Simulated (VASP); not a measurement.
The system is Co.

```
CELL_PARAMETERS angstrom
2.43717 0.00000 0.00000
-1.21859 2.11065 0.00000
0.00000 0.00000 7.97892
ATOMIC_POSITIONS crystal
Co 0.66667 0.33333 0.75000
Co 0.00000 0.00000 0.50000
Co 0.33333 0.66667 0.25000
Co 0.00000 0.00000 0.00000
```

Base run:

* Program: VASP 6.6.1
* Functional: RPBE
* Potentials or basis: VASP PAW PBE potentials, release 64 (Co)
* Cutoff: 520 eV
* k mesh: 12 × 12 × 4
* Occupations: fermi-dirac, width 0.05 eV
* Spin: collinear spin, ferromagnetic start
* Starting moments: [2.0, 2.0, 2.0, 2.0] μB

Its results: pressure 20.2 GPa; net moment 6.44 μB per cell; site moments Co +1.63, +1.61 (each value once) μB.

Q: The run is repeated on the same cell with these changes: functional from RPBE to BLYP; further incar settings from ALGO = Fast; EDIFF = 1e-07; NBANDS = 30 to ALGO = Fast; EDIFF = 1e-06; NBANDS = 30. What comes out?

A: Pressure 23.8 GPa; net moment 6.16 μB per cell; site moments Co +1.55, +1.53 (each value once) μB.

Caveats: the cell stands under pressure; the PAW data sets were made with another functional, which shifts forces and pressure a little.
